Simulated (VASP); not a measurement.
Input of a VASP 6.6.1 run:

INCAR

```
PREC     = Accurate       # precision mode
ENCUT    = 600            # plane-wave cutoff, eV
EDIFF    = 1E-7           # SCF threshold, eV
ISMEAR   = 0              # smearing method
SIGMA    = 0.1            # smearing width, eV
LREAL    = False          # projectors in reciprocal space
LASPH    = True           # aspherical terms in the spheres
NELM     = 100            # most SCF steps
ALGO     = Normal         # electronic algorithm
ISIF     = 3              # what is computed and relaxed
LWAVE    = False          # write WAVECAR
LCHARG   = False          # write CHGCAR
GGA      = PS             # functional
IBRION   = 2              # ionic algorithm
NSW      = 80             # ionic steps
EDIFFG   = -0.03          # ionic threshold
```

The input KPOINTS:

```
regular mesh
0
Gamma
  8 8 8
```

File POSCAR:

```
TiAu
1.0
    3.2500000000      0.0000000000      0.0000000000
    0.0000000000      3.2500000000      0.0000000000
    0.0000000000      0.0000000000      3.2500000000
Ti Au
1 1
Direct
    0.0000000000      0.0000000000      0.0000000000
    0.5000000000      0.5000000000      0.5000000000
```

Potentials or basis: VASP PAW PBE potentials, release 64 (Ti_sv, Au).

The run is started by

```console
$ cat potpaw_PBE.64/Ti_sv/POTCAR potpaw_PBE.64/Au/POTCAR > POTCAR
$ mpirun -np 1 vasp_std > vasp.out
```

Q: Predict the space group after relaxing (to 0.05 Å).

A: Pm-3m (No. 221).

Q: What does it give for the relaxed volume?

A: 16.64 Å³/atom.

Q: Estimate the relaxed cell.

A: a = 3.217 Å, b = 3.217 Å, c = 3.217 Å, α = 90.00°, β = 90.00°, γ = 90.00°.

The path:
```
step  energy change (eV)  largest force (eV/Å)  pressure (GPa)  volume (Å³)
   1              0.0000                0.0000           -4.63        34.33
   2              0.0136                0.0000            7.26        31.92
   3             -0.0157                0.0000           -0.04        33.28
```

Caveat: the PAW data sets were made with another functional, which shifts forces and pressure a little.
